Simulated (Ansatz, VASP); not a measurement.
One calculation of AlRu, two programs

Contents of INCAR:

```
SYSTEM = AlRu
  ALGO = Fast
  EDIFF = 1E-6
  ENCUT = 520
  GGA = PS
  ISIF = 2
  ISMEAR = 0
  LASPH = .TRUE.
  LCHARG = .TRUE.
  LELF = .TRUE.
  LREAL = .FALSE.
  LVHAR = .TRUE.
  LWAVE = .FALSE.
  NBANDS = 16
  NELM = 60
  PREC = Accurate
  SIGMA = 0.15
```

File KPOINTS:

```
k-points
0
G
  20 20 20
  0 0 0
```

Contents of POSCAR:

```
AlRu
1.0
    2.9764078218      0.0000000000      0.0000000000
    0.0000000000      2.9764078218      0.0000000000
    0.0000000000      0.0000000000      2.9764078218
Al Ru
1 1
Direct
    0.0000000000      0.0000000000     -0.1511889590
    0.5000000000      0.5000000000      0.5000000000
```

Input for Ansatz:

```yaml
crystal:
  lattice:
    - [2.9764078218, 0.0, 0.0]
    - [0.0, 2.9764078218, 0.0]
    - [0.0, 0.0, 2.9764078218]
  atoms:
    - { symbol: Al, position: [0.0, 0.0, -0.151188959] }
    - { symbol: Ru, position: [0.5, 0.5, 0.5] }
basis:
  ecutwfc: 420
kpoints:
  mp_grid: { grid: [20, 20, 20] }
hamiltonian:
  xc: pbesol
scf:
  occupations: { method: gaussian, width: 0.15 }
output:
  forces: true
  stress: true
  eigenvalues: true
```

Alike in both runs: task single point; functional PBEsol; k mesh 20 × 20 × 20; occupations gaussian, width 0.15 eV; no spin polarisation.

```csv
,VASP,Ansatz
version,VASP 6.6.1,Ansatz 0.2.0
potentials or method,"VASP PAW PBE potentials, release 64 (Al, Ru_pv), cutoff 520 eV","scalar-relativistic, plane waves, PAW"
valence electrons in the cell,17,19
```

VASP gave:

| Property | Result |
| --- | --- |
| gap on the k mesh at the Fermi level (eV) | none |
| pressure (GPa) | 15.2 |
| traceless stress, the component that is largest in VASP (GPa) | -11.97 |
| rms of the force components (eV/Å) | 1.981 |

Question: What did Ansatz give for the same quantities?

Answer: gap on the k mesh at the Fermi level (eV): none; pressure (GPa): 15.0; traceless stress, the component that is largest in VASP (GPa): -11.78; rms of the force components (eV/Å): 1.966.

VASP's potentials were made for PBE, not for PBEsol. Atom by atom the forces differ by 0.015 eV/Å (rms over components). A gap of «none» marks a metal or a gap that the smearing closes. The functional is the same, so the differences come from potentials, cutoffs and numerics. VASP's potentials hold 17 valence electrons a cell and Ansatz's 19, so a difference there can come from the potentials and not from the codes.
